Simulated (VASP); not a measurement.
Set up this calculation in VASP 6.6.1, as the native input.

* Task: single point
* Functional: PBE
* Potentials or basis: VASP PAW PBE potentials, release 64 (La)
* Cutoff: 520 eV
* k mesh: 13 × 13 × 13
* Occupations: fermi-dirac, width 0.05 eV
* Spin: no spin polarisation
* Dipole correction: no
* Further INCAR settings: ALGO = Normal; EDIFF = 1e-06; NBANDS = 12

The structure of La lies in POSCAR:

```
La
1.0
   -2.0207644225      2.0207644225      2.0207644225
    2.0207644225     -2.0207644225      2.0207644225
    2.0207644225      2.0207644225     -2.0207644225
La
1
Direct
    0.0000000000      0.0000000000      0.0000000000
```

These files were run (other wordings do the same):

INCAR

```
PREC     = Accurate       # precision mode
ENCUT    = 520            # plane-wave cutoff, eV
EDIFF    = 1E-6           # SCF threshold, eV
ISMEAR   = -1             # smearing method
SIGMA    = 0.05           # smearing width, eV
LREAL    = False          # projectors in reciprocal space
LASPH    = True           # aspherical terms in the spheres
NELM     = 100            # most SCF steps
ALGO     = Normal         # electronic algorithm
ISIF     = 2              # what is computed and relaxed
LWAVE    = False          # write WAVECAR
LCHARG   = True           # write CHGCAR
GGA      = PE             # functional
LELF     = True           # ELF
LVHAR    = True         
NBANDS   = 12             # bands
```

KPOINTS

```
Automatic mesh
0
Gamma
  13 13 13
```

Potentials or basis: VASP PAW PBE potentials, release 64 (La).

Launch:

```sh
$ cat potpaw_PBE.64/La/POTCAR > POTCAR
$ mpirun -np 1 vasp_std > vasp.out
```

It gave:

The pressure is 4.5 GPa.

It took 24 s on 1 thread of Intel(R) Xeon(R) 6975P-C (Granite Rapids) (shared host), peak memory 0.19 GiB.
